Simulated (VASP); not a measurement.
# MoS2 (R3m) in VASP: notebook, part 2 of 3

VASP 6.6.1. Earlier steps stand in the parts before.

## (3) Electric field gradients, PBE (16.62 Å³/atom)

This run uses another cell than the first one, of 16.62 Å³/atom.

Input file INCAR:

```
ALGO     = Normal         # electronic algorithm
EDIFF    = 1E-8           # SCF threshold, eV
ENCUT    = 520            # plane-wave cutoff, eV
GGA      = PE             # functional
ISIF     = 2              # what is computed and relaxed
ISMEAR   = -1             # smearing method
LASPH    = T              # aspherical terms in the spheres
LCHARG   = F              # write CHGCAR
LEFG     = T            
LREAL    = F              # projectors in reciprocal space
LWAVE    = F              # write WAVECAR
NBANDS   = 20             # bands
NELM     = 60             # most SCF steps
PREC     = Accurate       # precision mode
SIGMA    = 0.05           # smearing width, eV
```

Input file KPOINTS:

```
k-points
0
Gamma
  13 13 13
```

Input file POSCAR:

```
MoS2
1.0
    1.5492157804      0.8944401478      5.9983290071
   -1.5492157804      0.8944401478      5.9983290071
    0.0000000000     -1.7888802957      5.9983290071
Mo S
1 2
Direct
    0.0000000000      0.0000000000      0.0000000000
    0.7484000000      0.7484000000      0.7484000000
    0.5849000000      0.5849000000      0.5849000000
```

Potentials or basis: VASP PAW PBE potentials, release 64 (Mo_sv, S).

Started as:

```sh
> cat potpaw_PBE.64/Mo_sv/POTCAR potpaw_PBE.64/S/POTCAR > POTCAR
> mpirun -np 1 vasp_std > vasp.out
```

OUTCAR:

```text
EDIFF = 1E-8
   ENCUT = 520
   GGA = PE
   ISIF = 2
   ISMEAR = -1
   LASPH = T
   LREAL = F
   NELM = 60
   PREC = Accurate

 ion  position               nearest neighbor table
   1  0.000  0.000  0.000-   2 2.32   2 2.32   2 2.32   3 2.32   3 2.32   3 2.32
   2  0.748  0.748  0.748-   1 2.32   1 2.32   1 2.32
   3  0.585  0.585  0.585-   1 2.32   1 2.32   1 2.32

  LATTYP: Found a trigonal (rhomboedric) cell.
 ALAT       =     6.2593964237
 COS(alpha) =     0.8774851014

  Lattice vectors:

 A1 = (   1.5492157804,   0.8944401478,   5.9983290071)
 A2 = (  -1.5492157804,   0.8944401478,   5.9983290071)
 A3 = (   0.0000000000,  -1.7888802957,   5.9983290071)

Analysis of symmetry for initial positions (statically):
=====================================================================
 Subroutine PRICEL returns:
 Original cell was already a primitive cell.

 Routine SETGRP: Setting up the symmetry group for a
 trigonal (rhombohedral) supercell.

 Subroutine GETGRP returns: Found  6 space group operations
 (whereof  6 operations were pure point group operations)
 out of a pool of 12 trial point group operations.

The static configuration has the point symmetry C_3v.

Analysis of symmetry for dynamics (positions and initial velocities):
=====================================================================
 Subroutine PRICEL returns:
 Original cell was already a primitive cell.

 Routine SETGRP: Setting up the symmetry group for a
 trigonal (rhombohedral) supercell.

 Subroutine GETGRP returns: Found  6 space group operations
[... 165 lines left out ...]
      5      -7.1359      2.00000
      6      -5.0733      2.00000
[... 541 lines left out ...]
     19      16.6061      0.00000
     20      17.3159      0.00000

 [... further k-points ...]

------------------------ aborting loop because EDIFF is reached ----------------------------------------

  FORCE on cell =-STRESS in cart. coord.  units (eV):
  Direction    XX          YY          ZZ          XY          YZ          ZX
  --------------------------------------------------------------------------------------
  -------------------------------------------------------------------------------------
  Total        5.8143357      5.8143357      8.4201840      0.0000000     -0.0000000      0.0000000
  in kB      186.7953042    186.7953042    270.5125585      0.0000000     -0.0000000      0.0000000
  external PRESSURE =     214.7010556 kB  Pullay stress =       0.0000000 kB

 VOLUME and BASIS-vectors are now :
 -----------------------------------------------------------------------------
  energy-cutoff  :      520.00
  volume of cell :       49.87
      direct lattice vectors                 reciprocal lattice vectors
     1.549215780  0.894440148  5.998329007     0.322743937  0.186336299  0.055571032
    -1.549215780  0.894440148  5.998329007    -0.322743937  0.186336299  0.055571032
     0.000000000 -1.788880296  5.998329007     0.000000000 -0.372672598  0.055571032

 POSITION                                       TOTAL-FORCE (eV/Angst)
 -----------------------------------------------------------------------------------
      0.00000      0.00000      0.00000         0.000000      0.000000     -0.002854
      0.00000     -0.00000     13.46745         0.000000     -0.000000      2.535082
      0.00000     -0.00000     10.52527         0.000000      0.000000     -2.532228
 -----------------------------------------------------------------------------------
    total drift:                                0.000000      0.000000     -0.000011

  FREE ENERGIE OF THE ION-ELECTRON SYSTEM (eV)
  ---------------------------------------------------
  free  energy   TOTEN  =       -21.4243206689 eV

  energy  without entropy=      -21.4243148628  energy(sigma->0) =      -21.42431777

 Electric field gradients (V/A^2)
---------------------------------------------------------------------
 ion       V_xx      V_yy      V_zz      V_xy      V_xz      V_yz
---------------------------------------------------------------------
   1      50.317    50.317  -100.633     0.000    -0.000     0.000
   2      33.743    33.743   -67.487     0.000    -0.000     0.000
   3      32.915    32.915   -65.831     0.000     0.000     0.000
---------------------------------------------------------------------

 Electric field gradients after diagonalization (V/A^2)
 (convention: |V_zz| > |V_xx| > |V_yy|)
----------------------------------------------------------------------
 ion       V_xx      V_yy      V_zz     asymmetry (V_yy - V_xx)/ V_zz
----------------------------------------------------------------------
   1      50.317    50.317  -100.633       0.000
   2      33.743    33.743   -67.487       0.000
   3      32.915    32.915   -65.831       0.000
----------------------------------------------------------------------

           NMR quadrupolar parameters

 Cq : quadrupolar parameter    Cq=e*Q*V_zz/h
 eta: asymmetry parameters     (V_yy - V_xx)/ V_zz
 Q  : nuclear electric quadrupole moment in mb (millibarn)
----------------------------------------------------------------------
 ion       Cq(MHz)       eta       Q (mb)
----------------------------------------------------------------------
   1      -0.243       0.000       1.000
   2      -0.163       0.000       1.000
   3      -0.159       0.000       1.000
----------------------------------------------------------------------
```

OSZICAR:

```text
N       E                     dE             d eps       ncg     rms          rms(c)
DAV:   1     0.186177068185E+03    0.18618E+03   -0.13579E+04  9264   0.124E+03
DAV:   2    -0.155809180358E+02   -0.20176E+03   -0.19632E+03 11248   0.322E+02
DAV:   3    -0.226452895675E+02   -0.70644E+01   -0.70015E+01 11452   0.567E+01
DAV:   4    -0.227226290411E+02   -0.77339E-01   -0.77297E-01 11368   0.631E+00
DAV:   5    -0.227237686945E+02   -0.11397E-02   -0.11396E-02 11636   0.745E-01    0.307E+01
DAV:   6    -0.216475313558E+02    0.10762E+01   -0.73683E+00  9996   0.178E+01    0.107E+01
DAV:   7    -0.215031442337E+02    0.14439E+00   -0.22995E+00  9572   0.939E+00    0.711E+00
DAV:   8    -0.214244205137E+02    0.78724E-01   -0.42749E-01 10328   0.423E+00    0.186E+00
DAV:   9    -0.214251675792E+02   -0.74707E-03   -0.16208E-02 10932   0.839E-01    0.724E-01
DAV:  10    -0.214242807985E+02    0.88678E-03   -0.55412E-03 10312   0.488E-01    0.997E-02
DAV:  11    -0.214243196873E+02   -0.38889E-04   -0.52216E-04 10672   0.164E-01    0.649E-02
DAV:  12    -0.214243104298E+02    0.92575E-05   -0.46344E-05 10776   0.470E-02    0.300E-02
DAV:  13    -0.214243207194E+02   -0.10290E-04   -0.13128E-05 10048   0.234E-02    0.406E-03
DAV:  14    -0.214243206238E+02    0.95647E-07   -0.91735E-07 11756   0.521E-03    0.355E-03
DAV:  15    -0.214243206446E+02   -0.20778E-07   -0.16632E-07 10176   0.268E-03    0.292E-03
DAV:  16    -0.214243206693E+02   -0.24742E-07   -0.10494E-08  8404   0.758E-04    0.533E-04
DAV:  17    -0.214243206689E+02    0.36334E-09   -0.23060E-09  6364   0.323E-04
   1 F= -.21424321E+02 E0= -.21424318E+02  d E =-.580613E-05
```

stdout:

```text
POSCAR found type information on POSCAR MoS
 POSCAR found :  2 types and       3 ions
 scaLAPACK will be used
 LDA part: xc-table for (Slater+PW92), standard interpolation
 POSCAR, INCAR and KPOINTS ok, starting setup
 FFT: planning ... GRIDC
 FFT: planning ... GRID_SOFT
 FFT: planning ... GRID
 WAVECAR not read
 entering main loop
ion   1

ion   2

ion   3
```

It took 10 min on 1 thread of Intel Xeon Platinum 8259CL at 2.50GHz (Skylake/Cascade Lake), shared host; peak memory 0.46 GiB.

What came out:

* Free energy: -21.4243 eV
* Pressure: 21.5 GPa
* Largest force: 2.535 eV/Å
* Band gap on the k mesh: 0.75 eV (least direct gap 1.97 eV)
* Largest electric field gradient by atom: Mo -100.6; S -67.5, -65.8 V/Å²

Forces on the atoms (eV/Å):
```
Mo   0.000  0.000 -0.003
S    0.000  0.000  2.535
S    0.000  0.000 -2.532
```

Stress tensor (GPa, compression positive):
```
18.68  0.00  0.00
 0.00 18.68  0.00
 0.00  0.00 27.05
```

Electric field gradients, principal values (V/Å²):
```
atom   least  middle  greatest (by size)
1 Mo  50.317  50.317            -100.633
 2 S  33.743  33.743             -67.487
 3 S  32.915  32.915             -65.831
```

Caveat: the cell stands under pressure; without QUAD_EFG the Cq values of the log hold for a quadrupole moment of 1 mb, not for the nuclei; an odd mesh through Γ misses points on the zone boundary, where band edges can lie; forces of over 1 eV/Å act on the atoms, so gaps and moduli don't describe the material at rest.

(Part 2 of 3 ends here.)
